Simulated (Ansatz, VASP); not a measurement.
# Ga2GeO: VASP beside Ansatz

INCAR

```
SYSTEM = Ga2GeO
  PREC = Accurate
  ENCUT = 520
  EDIFF = 1E-6
  ISMEAR = 0
  SIGMA = 0.1
  LREAL = .False.
  LASPH = .True.
  NELM = 60
  ALGO = Normal
  ISIF = 2
  LWAVE = .False.
  LCHARG = .False.
  GGA = PE
  NBANDS = 31
```

File KPOINTS:

```
Automatic mesh
0
Gamma
  6 6 4
  0 0 0
```

Contents of POSCAR:

```
Ga2GeO
1.0
    3.3473825200      0.0000000000      0.0000000000
    0.0000000000      3.3473825200      0.0000000000
    0.0000000000      0.0000000000      4.7283652000
Ga Ge O
2 1 1
Direct
    0.0000000000      0.0000000000      0.5000000000
    0.5000000000      0.5000000000      0.0000000000
    0.0000000000      0.0000000000      0.0000000000
    0.5000000000      0.5000000000      0.5000000000
```

Input for Ansatz:

```yaml
crystal:
  lattice:
    - [3.34738252, 0.0, 0.0]
    - [0.0, 3.34738252, 0.0]
    - [0.0, 0.0, 4.7283652]
  atoms:
    - { symbol: Ga, position: [0.0, 0.0, 0.5] }
    - { symbol: Ga, position: [0.5, 0.5, 0.0] }
    - { symbol: Ge, position: [0.0, 0.0, 0.0] }
    - { symbol: O, position: [0.5, 0.5, 0.5] }
basis:
  ecutwfc: 420
kpoints:
  mp_grid: { grid: [6, 6, 4] }
hamiltonian:
  xc: pbe
scf:
  occupations: { method: gaussian, width: 0.1 }
  lower_state_search: "off"
output:
  forces: true
  stress: true
  eigenvalues: true
```

Change from the starting cell: species swapped into the HfTiN2 type (P4/mmm, No. 123).

Alike in both runs: task single point; functional PBE; k mesh 6 × 6 × 4; occupations gaussian, width 0.1 eV; no spin polarisation.

|  | VASP | Ansatz |
| --- | --- | --- |
| version | VASP 6.6.1 | Ansatz 0.2.0 |
| potentials or method | VASP PAW PBE potentials, release 64 (Ga_d, Ge_d, O), cutoff 520 eV | scalar-relativistic, plane waves, PAW |
| valence electrons in the cell | 46 | 46 |

VASP gave:

| Quantity | Value |
| --- | --- |
| gap on the k mesh at the Fermi level (eV) | none |
| pressure (GPa) | 22.1 |
| traceless stress, the component that is largest in VASP (GPa) | -4.98 |

Problem. Which values does Ansatz return?

Solution. gap on the k mesh at the Fermi level (eV): none; pressure (GPa): 21.9; traceless stress, the component that is largest in VASP (GPa): -4.96.

A gap of «none» marks a metal or a gap that the smearing closes. With one functional, cell and mesh, what is left measures potentials, basis and numerics.
